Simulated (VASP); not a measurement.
Runs of VASP 6.6.1 on RhCl. The structure is that of space group P4/nmm (No. 129), or close to it. The cells are those of the table. 

```tsv
task	spin	cell	k mesh	cutoff (eV)	gap on the mesh (eV)	pressure (GPa)	relaxed volume (Å³/atom)	largest force (eV/Å)
single point	collinear, ferromagnetic start	a = 3.997, b = 3.997, c = 5.051 Å, 4 atoms	4 × 4 × 4	520	none	11.9	-	0.85
relaxation of cell and atoms	off	relaxed from a = 4.853, b = 4.853, c = 2.924 Å, 4 atoms	4 × 4 × 6	600	none	-0.3	(a)	-
single point	off	a = 4.853, b = 4.853, c = 2.924 Å, 4 atoms	4 × 4 × 4	520	none	0.0	-	-
single point	off	a = 4.824, b = 4.824, c = 3.030 Å, 4 atoms	4 × 4 × 6	520	none	-0.2	-	(b)
relaxation of cell and atoms	off	relaxed from a = 3.997, b = 3.997, c = 5.051 Å, 4 atoms	4 × 4 × 4	600	none	0.1	17.16	0.01
```

Alike in all rows: level PBE; potentials or basis VASP PAW PBE potentials, release 64 (Rh_pv, Cl); smearing gaussian 0.1 eV.

Fill in the values left out.

(a) 17.68; (b) 0.02.

Caveats: some runs use coarse meshes.

A k mesh can miss the band edges, and the runs leave out spin-orbit coupling on Rh.

A gap of «none» marks levels without a gap at the run's occupations.
